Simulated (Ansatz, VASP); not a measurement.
Cu3Te in VASP and in Ansatz

The input INCAR:

```
SYSTEM = Cu3Te
PREC = Accurate ; ENCUT = 520
EDIFF = 1E-6 ; ISMEAR = -1
SIGMA = 0.05 ; LREAL = .False.
LASPH = .True. ; NELM = 80
ALGO = Normal ; ISIF = 2
LWAVE = .False. ; LCHARG = .True.
GGA = PE ; LELF = .True.
LVHAR = .True. ; NBANDS = 28
```

KPOINTS

```
regular mesh
0
Gamma
  7 7 7
  0 0 0
```

The input POSCAR:

```
Cu3Te
1.0
    3.9201735375      0.0000000000      0.0000000000
    0.0000000000      3.9201735375      0.0000000000
    0.0000000000      0.0000000000      3.9201735375
Te Cu
1 3
Direct
    0.0000000000      0.0000000000      0.0000000000
    0.5000000000      0.5000000000      0.0000000000
    0.5000000000      0.0000000000      0.5000000000
    0.0000000000      0.5000000000      0.5000000000
```

The input input.yaml:

```yaml
crystal:
  lattice:
    - [3.9201735375, 0.0, 0.0]
    - [0.0, 3.9201735375, 0.0]
    - [0.0, 0.0, 3.9201735375]
  atoms:
    - { symbol: Te, position: [0.0, 0.0, 0.0] }
    - { symbol: Cu, position: [0.5, 0.5, 0.0] }
    - { symbol: Cu, position: [0.5, 0.0, 0.5] }
    - { symbol: Cu, position: [0.0, 0.5, 0.5] }
hamiltonian:
  xc: pbe
  pseudopotentials: { kind: paw }
kpoints:
  mp_grid: { grid: [7, 7, 7] }
scf:
  occupations: { method: fermi_dirac, width: 0.05 }
output:
  forces: true
  stress: true
  eigenvalues: true
```

Alike in both runs: task single point; functional PBE; k mesh 7 × 7 × 7; occupations fermi-dirac, width 0.05 eV; no spin polarisation.

|  | VASP | Ansatz |
| --- | --- | --- |
| version | VASP 6.6.1 | Ansatz 0.2.0 |
| potentials or method | VASP PAW PBE potentials, release 64 (Te, Cu) | Ansatz PAW |
| plane-wave cutoff (eV) | 520 | 420 |
| valence electrons in the cell | 39 | 73 |

```tsv
	VASP	Ansatz	Ansatz less VASP
gap on the k mesh at the Fermi level (eV)	none	none	-
pressure (GPa)	3.4	3.2	-0.20
```

A gap of «none» marks a metal or a gap that the smearing closes. VASP's potentials hold 39 valence electrons a cell and Ansatz's 73, so a difference there can come from the potentials and not from the codes.

Spin-orbit coupling is off throughout.
